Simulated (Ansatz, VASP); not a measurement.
# Two plane-wave programs on PbSe

```xyz
2
Lattice="0.0000 3.1008 3.1008 3.1008 0.0000 3.1008 3.1008 3.1008 0.0000" Properties=species:S:1:pos:R:3 pbc="T T T"
Pb    0.0000    0.0000    0.0000
Se    3.1008    3.1008    3.1008
```

Alike in both runs: task single point; functional r2SCAN; dispersion rVV10; k mesh 10 × 10 × 10; occupations gaussian, width 0.02 eV; no spin polarisation.

|  | VASP | Ansatz |
| --- | --- | --- |
| version | VASP 6.6.1 | Ansatz 0.2.0 |
| potentials or method | VASP PAW PBE potentials, release 64 (Pb_d, Se), cutoff 550 eV | scalar-relativistic, plane waves, PAW |
| valence electrons in the cell | 20 | 30 |

|  | VASP | Ansatz | Ansatz less VASP |
| --- | --- | --- | --- |
| gap on the k mesh at the Fermi level (eV) | 0.67 | 0.66 | -0.005 |
| least direct gap on the mesh (eV) | 0.67 | 0.66 | -0.005 |
| pressure (GPa) | -1.3 | -1.5 | -0.18 |

VASP's potentials were made for PBE, not for r2SCAN. VASP's potentials hold 20 valence electrons a cell and Ansatz's 30, so a difference there can come from the potentials and not from the codes.

Neither program's run includes spin-orbit coupling.
